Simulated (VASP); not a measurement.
# Al3Ga2N5 (I4/mmm) in VASP: single point with PBE

Aim: the single point of Al3Ga2N5 with PBE.

Program: VASP 6.6.1. These are calculated values, not measurements. Logs are shortened: lines on timing, memory, paths and dates and some standing lists are left out, and cuts for length are marked.

## (1) The cell of the first run

The structure is tetragonal, space group I4/mmm (No. 139). The conventional cell has a = 2.937 Å, b = 2.937 Å, c = 20.796 Å, α = 90.00°, β = 90.00°, γ = 90.00°. Al (site symmetry 4mm) has 6 N at 2.02 to 2.08 Å within 2.7 Å. Al (site symmetry 4/mmm) has 6 N at 2.08 to 2.10 Å within 2.7 Å. Ga (site symmetry 4mm) has 6 N at 2.08 to 2.10 Å within 2.7 Å. Within 2.7 Å of N (site symmetry 4mm) lie 4 Ga at 2.08 Å and 2 Al at 2.08 to 2.10 Å. Within 2.7 Å of N (site symmetry 4mm) lie 5 Al at 2.02 to 2.08 Å and 1 Ga at 2.10 Å. N (site symmetry 4/mmm) has 4 Al at 2.08 Å and 2 Ga at 2.10 Å within 2.7 Å.

## (2) Single point, PBE

INCAR

```
SYSTEM = Al3Ga2N5
PREC     = Accurate       ! precision mode
ENCUT    = 520            ! plane-wave cutoff, eV
EDIFF    = 1E-6           ! SCF threshold, eV
ISMEAR   = 0              ! smearing method
SIGMA    = 0.1            ! smearing width, eV
LREAL    = .FALSE.        ! projectors in reciprocal space
LASPH    = .TRUE.         ! aspherical terms in the spheres
NELM     = 60             ! most SCF steps
ALGO     = Normal         ! electronic algorithm
ISIF     = 2              ! what is computed and relaxed
LWAVE    = .FALSE.        ! write WAVECAR
LCHARG   = .FALSE.        ! write CHGCAR
GGA      = PE             ! functional
NBANDS   = 41             ! bands
```

KPOINTS

```
regular mesh
0
G
  8 8 8
  0 0 0
```

POSCAR

```
Al3Ga2N5
1.0
   -1.4684020670      1.4684020670     10.3980856234
    1.4684020670     -1.4684020670     10.3980856234
    1.4684020670      1.4684020670    -10.3980856234
Al Ga N
3 2 5
Direct
    0.7008515200      0.7008515200      0.0000000000
    0.2991484800      0.2991484800      0.0000000000
    0.5000000000      0.5000000000      0.0000000000
    0.8989477933      0.8989477933      0.0000000000
    0.1010522067      0.1010522067      0.0000000000
    0.6007949060      0.6007949060      0.0000000000
    0.2020728241      0.2020728241      0.0000000000
    0.7979271759      0.7979271759      0.0000000000
    0.3992050940      0.3992050940      0.0000000000
    0.0000000000      0.0000000000      0.0000000000
```

Potentials or basis: VASP PAW PBE potentials, release 64 (Al, Ga_d, N).

Launch:

```
cat potpaw_PBE.64/Al/POTCAR potpaw_PBE.64/Ga_d/POTCAR potpaw_PBE.64/N/POTCAR > POTCAR
mpirun -np 1 vasp_std > vasp.out
```

OUTCAR:

```text
SYSTEM = Al3Ga2N5
   PREC = Accurate
   ENCUT = 520
   EDIFF = 1E-6
   ISMEAR = 0
   LREAL = .FALSE.
   LASPH = .TRUE.
   NELM = 60
   ISIF = 2
   GGA = PE

 ion  position               nearest neighbor table
   1  0.701  0.701  0.000-   8 2.02   7 2.08   7 2.08   7 2.08   7 2.08   6 2.08   2 2.91   2 2.91
                             2 2.91   2 2.91   5 2.94   5 2.94   5 2.94   5 2.94
   2  0.299  0.299  0.000-   7 2.02   8 2.08   8 2.08   8 2.08   8 2.08   9 2.08   1 2.91   1 2.91
                             1 2.91   1 2.91   4 2.94   4 2.94   4 2.94   4 2.94
   3  0.500  0.500  0.000-  10 2.08  10 2.08  10 2.08  10 2.08   9 2.10   6 2.10   5 2.95   5 2.95
                             4 2.95   4 2.95   4 2.95   5 2.95   4 2.95   5 2.95
   4  0.899  0.899  0.000-   9 2.08   9 2.08   9 2.08   9 2.08   8 2.10  10 2.10   2 2.94   2 2.94
                             2 2.94   2 2.94   3 2.95   3 2.95   3 2.95   3 2.95
   5  0.101  0.101  0.000-   6 2.08   6 2.08   6 2.08   6 2.08   7 2.10  10 2.10   1 2.94   1 2.94
                             1 2.94   1 2.94   3 2.95   3 2.95   3 2.95   3 2.95
   6  0.601  0.601  0.000-   5 2.08   5 2.08   5 2.08   5 2.08   1 2.08   3 2.10
   7  0.202  0.202  0.000-   2 2.02   1 2.08   1 2.08   1 2.08   1 2.08   5 2.10
   8  0.798  0.798  0.000-   1 2.02   2 2.08   2 2.08   2 2.08   2 2.08   4 2.10
   9  0.399  0.399  0.000-   4 2.08   4 2.08   4 2.08   4 2.08   2 2.08   3 2.10
  10  0.000  0.000  0.000-   3 2.08   3 2.08   3 2.08   3 2.08   5 2.10   4 2.10

  LATTYP: Found a body centered tetragonal cell.
 ALAT       =     2.9368041340
 C/A-ratio  =     7.0812251338

  Lattice vectors:

 A1 = (  -1.4684020670,   1.4684020670,  10.3980856234)
 A2 = (   1.4684020670,  -1.4684020670,  10.3980856234)
 A3 = (   1.4684020670,   1.4684020670, -10.3980856234)

Analysis of symmetry for initial positions (statically):
=====================================================================
 Subroutine PRICEL returns:
 Original cell was already a primitive cell.

 Routine SETGRP: Setting up the symmetry group for a
 body centered tetragonal supercell.

 Subroutine GETGRP returns: Found 16 space group operations
 (whereof 16 operations were pure point group operations)
 out of a pool of 16 trial point group operations.

The static configuration has the point symmetry D_4h.

Analysis of symmetry for dynamics (positions and initial velocities):
=====================================================================
 Subroutine PRICEL returns:
 Original cell was already a primitive cell.

 Routine SETGRP: Setting up the symmetry group for a
 body centered tetragonal supercell.

 Subroutine GETGRP returns: Found 16 space group operations
 (whereof 16 operations were pure point group operations)
 out of a pool of 16 trial point group operations.

The dynamic configuration has the point symmetry D_4h.

 Subroutine INISYM returns: Found 16 space group operations
 (whereof 16 operations are pure point group operations),
 and found     1 'primitive' translations

----------------------------------------------------------------------------------------

                                     Primitive cell

  volume of cell :      89.6816

  direct lattice vectors                    reciprocal lattice vectors
    -1.468402067  1.468402067 10.398085623     0.000000000  0.340506195  0.048085774
     1.468402067 -1.468402067 10.398085623     0.340506195  0.000000000  0.048085774
     1.468402067  1.468402067-10.398085623     0.340506195  0.340506195  0.000000000

  length of vectors
    10.603423687 10.603423687 10.603423687     0.343884734  0.343884734  0.481548478

  position of ions in fractional coordinates (direct lattice)
     0.700851520  0.700851520  0.000000000
     0.299148480  0.299148480  0.000000000
     0.500000000  0.500000000  0.000000000
     0.898947793  0.898947793  0.000000000
     0.101052207  0.101052207  0.000000000
     0.600794906  0.600794906  0.000000000
     0.202072824  0.202072824  0.000000000
     0.797927176  0.797927176  0.000000000
     0.399205094  0.399205094  0.000000000
     0.000000000  0.000000000  0.000000000

  ion indices of the primitive-cell ions
   primitive index   ion index
                 1           1
                 2           2
                 3           3
                 4           4
                 5           5
                 6           6
                 7           7
                 8           8
                 9           9
                10          10

----------------------------------------------------------------------------------------

 KPOINTS: regular mesh

Automatic generation of k-mesh.
 Grid dimensions read from file:
 generate k-points for:    8    8    8

 Generating k-lattice:

  Cartesian coordinates                     Fractional coordinates (reciprocal lattice)
     0.000000000  0.042563274  0.006010722     0.125000000  0.000000000  0.000000000
     0.042563274  0.000000000  0.006010722     0.000000000  0.125000000  0.000000000
     0.042563274  0.042563274  0.000000000     0.000000000  0.000000000  0.125000000

  Length of vectors
     0.042985592  0.042985592  0.060193560

  Shift w.r.t. Gamma in fractional coordinates (k-lattice)
     0.000000000  0.000000000  0.000000000

 Subroutine IBZKPT returns following result:
 ===========================================

 Found     59 irreducible k-points:

 Following reciprocal coordinates:
            Coordinates               Weight
  0.000000  0.000000  0.000000      1.000000
  0.125000  0.000000  0.000000      8.000000
  0.250000  0.000000  0.000000      8.000000
  0.375000 -0.000000  0.000000      8.000000
  0.500000  0.000000  0.000000      4.000000
  0.125000  0.125000  0.000000      8.000000
[... 16 lines left out ...]
  0.250000  0.125000  0.125000     16.000000
  0.375000  0.125000  0.125000      8.000000
 [... further k-points ...]
   k-points           NKPTS =     59   k-points in BZ     NKDIM =     59   number of bands    NBANDS=     41
   number of dos      NEDOS =    301   number of ions     NIONS =     10
   total plane-waves  NPLWV = 512000
   dimension x,y,z NGX =    80 NGY =   80 NGZ =   80
   dimension x,y,z NGXF=   160 NGYF=  160 NGZF=  160
   ions per type =               3   2   5
   NGX,Y,Z   is equivalent  to a cutoff of  12.54, 12.54, 12.54 a.u.
   NGXF,Y,Z  is equivalent  to a cutoff of  25.09, 25.09, 25.09 a.u.
 SYSTEM =  Al3Ga2N5
   PREC   = accura    normal or accurate (medium, high low for compatibility)
   ISTART =      0    job   : 0-new  1-cont  2-samecut
   ICHARG =      2    charge: 1-file 2-atom 10-const
   ISPIN  =      1    spin polarized calculation?
   LNONCOLLINEAR =      F non collinear calculations
   LSORBIT =      F    spin-orbit coupling
   LASPH  =      T    aspherical Exc in radial PAW
   ENCUT  =  520.0 eV  38.22 Ry    6.18 a.u.  19.72 19.72 19.72*2*pi/ulx,y,z
   NELM   =     60;   NELMIN=  2; NELMDL= -5     # of ELM steps
   EDIFF  = 0.1E-05   stopping-criterion for ELM
   LREAL  =      F    real-space projection
   EDIFFG = 0.1E-04   stopping-criterion for IOM
   NSW    =      0    number of steps for IOM
   IBRION =     -1    ionic relax: 0-MD 1-quasi-New 2-CG
   NFREE  =      0    steps in history (QN), initial steepest desc. (CG)
   ISIF   =      2    stress and relaxation
   ISYM   =      2    0-nonsym 1-usesym 2-fastsym
   POTIM  = 0.5000    time-step for ionic-motion
   TEBEG  =    0.0;   TEEND  =   0.0 temperature during run
   PSTRESS=    0.0 pullay stress
   NELECT =      60.0000    total number of electrons
   NUPDOWN=      -1.0000    fix difference up-down
   EMIN   =  10.00;   EMAX   =-10.00  energy-range for DOS
   EFERMI =   0.00;   METHOD = LEGACY
   ISMEAR =     0;   SIGMA  =   0.10  broadening in eV -4-tet -1-fermi 0-gaus
   EFERMI_NEDOS =   21; number of points for ismear=-14 and -15
   IALGO  =     38    algorithm
   IMIX   =      4    mixing-type and parameters
     AMIX     =   0.40;   BMIX     =  1.00
     AMIX_MAG =   1.60;   BMIX_MAG =  1.00
  volume/ion in A,a.u.               =       8.97        60.52
  Fermi-wavevector in a.u.,A,eV,Ry     =   1.431828  2.705762 27.893724  2.050131
  Thomas-Fermi vector in A             =   2.551522
   LORBIT       =      0    0 simple, 1 ext, 2 COOP (PROOUT), +10 PAW based schemes
   GGA     = PE    functional components
   LHFCALC =     F    Hartree Fock is set to
   AEXX    =    0.0000 exact exchange contribution
   IVDW    =     0    specifies the selected vdW correction
   LEPSILON=     F    determine dielectric tensor
   LRPA    =     F    only Hartree local field effects (RPA)
 non-spin polarized calculation
 Gauss-broadening in eV      SIGMA  =   0.10
  energy-cutoff  :      520.00
  volume of cell :       89.68
 maximum number of plane-waves:      2459
   NGX = 39   NGY = 39   NGZ = 39

 number of electron      60.0000006 magnetization

 Free energy of the ion-electron system (eV)
  ---------------------------------------------------
  ext. energy  EPLUGINS =         0.00000000
  ---------------------------------------------------
  free energy    TOTEN  =       -65.68645716 eV

  energy without entropy =      -65.68645716  energy(sigma->0) =      -65.68645716

 E-fermi :   9.2207     XC(G=0): -12.4936

 val. band max:        8.7237061497   @ k =  -0.2500   0.1250   0.0000
 cond. band min:      10.5964585308   @ k =   0.5000   0.5000   0.0000
 fundamental gap:      1.8727523812
 Fermi energy:         9.2207219798

 k-point     1 :       0.0000    0.0000    0.0000
  band No.  band energies     occupation
      1      -8.4672      2.00000
      2      -7.7011      2.00000
      3      -7.3438      2.00000
      4      -6.4308      2.00000
      5      -5.9189      2.00000
      6      -5.1657      2.00000
[... 33 lines left out ...]
     40      19.1608      0.00000
     41      19.2075      0.00000

 k-point     2 :       0.1250    0.0000    0.0000
  band No.  band energies     occupation
      1      -8.2561      2.00000
      2      -7.5246      2.00000
      3      -7.1424      2.00000
      4      -6.3459      2.00000
      5      -5.8561      2.00000
      6      -5.1441      2.00000
[... 33 lines left out ...]
     40      18.8712      0.00000
     41      19.4126      0.00000

 k-point     3 :       0.2500    0.0000    0.0000
  band No.  band energies     occupation
      1      -7.6499      2.00000
      2      -7.0107      2.00000
      3      -6.5955      2.00000
      4      -6.1287      2.00000
      5      -5.7036      2.00000
      6      -5.0952      2.00000
[... 33 lines left out ...]
     40      19.1324      0.00000
     41      19.2089      0.00000

 k-point     4 :       0.3750   -0.0000    0.0000
  band No.  band energies     occupation
      1      -6.7685      2.00000
      2      -6.2527      2.00000
      3      -5.9246      2.00000
      4      -5.8747      2.00000
      5      -5.5187      2.00000
      6      -5.1162      2.00000
[... 825 lines left out ...]
     40      18.3443      0.00000
     41      18.3750      0.00000

 k-point    23 :       0.2500    0.1250    0.1250
  band No.  band energies     occupation
      1      -6.5511      2.00000
      2      -6.4002      2.00000
      3      -6.0111      2.00000
      4      -5.6567      2.00000
      5      -5.2729      2.00000
      6      -5.0456      2.00000
[... 33 lines left out ...]
     40      18.0206      0.00000
     41      18.7761      0.00000

 k-point    24 :       0.3750    0.1250    0.1250
  band No.  band energies     occupation
      1      -6.3930      2.00000
      2      -6.3538      2.00000
      3      -5.9220      2.00000
      4      -5.5414      2.00000
      5      -5.0924      2.00000
      6      -5.0714      2.00000
[... 33 lines left out ...]
     40      17.6671      0.00000
     41      19.5461      0.00000

 [... further k-points ...]
[... 5 lines left out ...]
  --------------------------------------------------------------------------------------
  -------------------------------------------------------------------------------------
  Total        0.1547800      0.1547800      0.1301900      0.0000000      0.0000000      0.0000000
  in kB        2.7651714      2.7651714      2.3258670      0.0000000      0.0000000      0.0000000
  external PRESSURE =       2.6187366 kB  Pullay stress =       0.0000000 kB

 VOLUME and BASIS-vectors are now :
 -----------------------------------------------------------------------------
  energy-cutoff  :      520.00
  volume of cell :       89.68
      direct lattice vectors                 reciprocal lattice vectors
    -1.468402067  1.468402067 10.398085623     0.000000000  0.340506195  0.048085774
     1.468402067 -1.468402067 10.398085623     0.340506195  0.000000000  0.048085774
     1.468402067  1.468402067-10.398085623     0.340506195  0.340506195  0.000000000

 POSITION                                       TOTAL-FORCE (eV/Angst)
 -----------------------------------------------------------------------------------
      0.00000      0.00000     14.57503        -0.000000     -0.000000      0.005566
      0.00000      0.00000      6.22114        -0.000000     -0.000000     -0.005566
      0.00000      0.00000     10.39809        -0.000000     -0.000000      0.000000
      0.00000      0.00000     18.69467        -0.000000     -0.000000     -0.000994
      0.00000      0.00000      2.10150        -0.000000     -0.000000      0.000994
      0.00000      0.00000     12.49423        -0.000000     -0.000000     -0.000054
      0.00000      0.00000      4.20234         0.000000      0.000000      0.027711
      0.00000      0.00000     16.59383        -0.000000      0.000000     -0.027711
      0.00000      0.00000      8.30194        -0.000000     -0.000000      0.000054
      0.00000      0.00000      0.00000        -0.000000     -0.000000      0.000000
 -----------------------------------------------------------------------------------
    total drift:                               -0.000000      0.000000      0.000000

  FREE ENERGIE OF THE ION-ELECTRON SYSTEM (eV)
  ---------------------------------------------------
  free  energy   TOTEN  =       -65.6864571603 eV

  energy  without entropy=      -65.6864571603  energy(sigma->0) =      -65.68645716
```

Run time: 40 min. Hardware: 1 thread of Intel Xeon Platinum 8259CL at 2.50GHz (Skylake/Cascade Lake), shared host; peak memory 1 GiB.

What came out:

```yaml
Free_energy: -65.6865 eV
Pressure: 0.3 GPa
Largest_force: 0.028 eV/Å
Band_gap_on_the_k_mesh: 1.87 eV (least direct gap 2.63 eV)
```

Forces on the atoms (eV/Å):
```
Al   0.000  0.000  0.006
Al   0.000  0.000 -0.006
Al   0.000  0.000  0.000
Ga   0.000  0.000 -0.001
Ga   0.000  0.000  0.001
N    0.000  0.000  0.000
N    0.000  0.000  0.028
N    0.000  0.000 -0.028
N    0.000  0.000  0.000
N    0.000  0.000  0.000
```

Levels at points of the mesh, in eV from the valence-band top:
```
           k point  band 27  band 28  band 29  band 30  band 31  band 32  band 33  band 34
(0.00, 0.00, 0.00)    -1.03    -0.16    -0.15    -0.15     2.49     3.41     4.42     6.07
(0.50, 0.00, 0.00)    -0.92    -0.44    -0.08    -0.06     5.37     6.09     6.28     7.26
(0.50, 0.50, 0.00)    -3.26    -3.25    -2.78    -2.77     1.87     3.75     4.32     6.05
(0.50, 0.50, 0.50)    -0.56    -0.56    -0.35    -0.35     2.34     4.16     5.07     5.65
```

A k mesh can miss the band edges.
